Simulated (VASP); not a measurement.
**Yb: single point with PBE**

Yb:

```xyz
2
Lattice="0.0000 4.3786 4.3786 4.3786 0.0000 4.3786 4.3786 4.3786 0.0000" Properties=species:S:1:pos:R:3 pbc="T T T"
Yb    1.0946    1.0946    1.0946
Yb    7.6625    7.6625    7.6625
```

This isn't the form of Yb at room conditions, which is fcc.

```json
{"Program": "VASP 6.6.1", "Task": "single point", "Functional": "PBE", "Potentials or basis": "VASP PAW PBE potentials, release 64 (Yb)", "Cutoff": "520 eV", "k mesh": "7 × 7 × 7", "Occupations": "fermi-dirac, width 0.1 eV", "Spin": "no spin polarisation"}
```

The pressure is -0.5 GPa and the band gap on the k mesh is zero (bands 24 and 25 overlap by 0.98 eV).

Levels at points of the mesh, in eV from the Fermi level:
```
           k point  band 21  band 22  band 23  band 24  band 25  band 26  band 27  band 28
(0.00, 0.00, 0.00)    -0.52    -0.52    -0.52     0.90     0.90     0.90     1.15     1.15
```

Wall time 11 min on 1 thread of Intel Xeon 8259CL, with other jobs on the host, peak memory 0.36 GiB.

Caveat: spin-orbit coupling is left out, which moves the levels of the heavy elements. Spin polarisation is off, so any magnetic state and its effect on volume and gap are missing.
